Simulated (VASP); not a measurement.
A run of VASP 6.6.1 is set up as follows.

Contents of INCAR:

```
SYSTEM = MoS2
PREC     = Accurate       ! precision mode
ENCUT    = 500            ! plane-wave cutoff, eV
EDIFF    = 1E-6           ! SCF threshold, eV
ISMEAR   = 0              ! smearing method
SIGMA    = 0.05           ! smearing width, eV
LREAL    = .False.        ! projectors in reciprocal space
LASPH    = .True.         ! aspherical terms in the spheres
NELM     = 200            ! most SCF steps
ALGO     = Normal         ! electronic algorithm
ISIF     = 2              ! what is computed and relaxed
LWAVE    = .False.        ! write WAVECAR
LCHARG   = .False.        ! write CHGCAR
ISPIN    = 2              ! spin polarisation
MAGMOM   = 0 0 0 0 0 0    ! initial moments
LORBIT   = 11             ! projections on sites
LMAXMIX  = 4              ! l up to which the mixer works
LDAU     = .True.         ! DFT+U
LDAUTYPE = 2            
LDAUL    = 2 -1           ! shell
LDAUU    = 4 0            ! U, eV
LDAUJ    = 0 0          
LDAUPRINT= 1            
NBANDS   = 39             ! bands
GGA_COMPAT= .False.
```

Contents of KPOINTS:

```
regular mesh
0
Gamma
  7 7 2
  0 0 0
```

Contents of POSCAR:

```
MoS2
1.0
    3.1610015200      0.0000000000      0.0000000000
   -1.5805007600      2.7375076200      0.0000000000
    0.0000000000      0.0000000000     12.2949997000
Mo S
2 4
Direct
    0.3333333333      0.6666666667      0.2500000000
    0.6666666667      0.3333333333      0.7500000000
    0.3333333333      0.6666666667      0.6275000000
    0.6666666667      0.3333333333      0.1275000000
    0.3333333333      0.6666666667      0.8725000000
    0.6666666667      0.3333333333      0.3725000000
```

Potentials or basis: VASP PAW LDA potentials, release 64 (Mo_sv, S).

Run with:

```bash
$ cat potpaw_LDA.64/Mo_sv/POTCAR potpaw_LDA.64/S/POTCAR > POTCAR
$ mpirun -np 1 vasp_std > vasp.out
```

Q: What does it give for the net moment?

A: 0.00 μB per cell.

Q: Estimate the band gap on the k mesh.

A: 0.95 eV (least direct gap 2.01 eV).

Eigenvalues of the final occupation matrices:
```
    site  spin  trace               eigenvalues
site 1 d     1   2.01  0.39 0.39 0.40 0.40 0.43
site 1 d     2   2.01  0.39 0.39 0.40 0.40 0.43
site 2 d     1   2.01  0.39 0.39 0.40 0.40 0.43
site 2 d     2   2.01  0.39 0.39 0.40 0.40 0.43
```

Caveat: an odd mesh through Γ misses points on the zone boundary, where band edges can lie; forces of over 1 eV/Å act on the atoms, so gaps and moduli don't describe the material at rest.
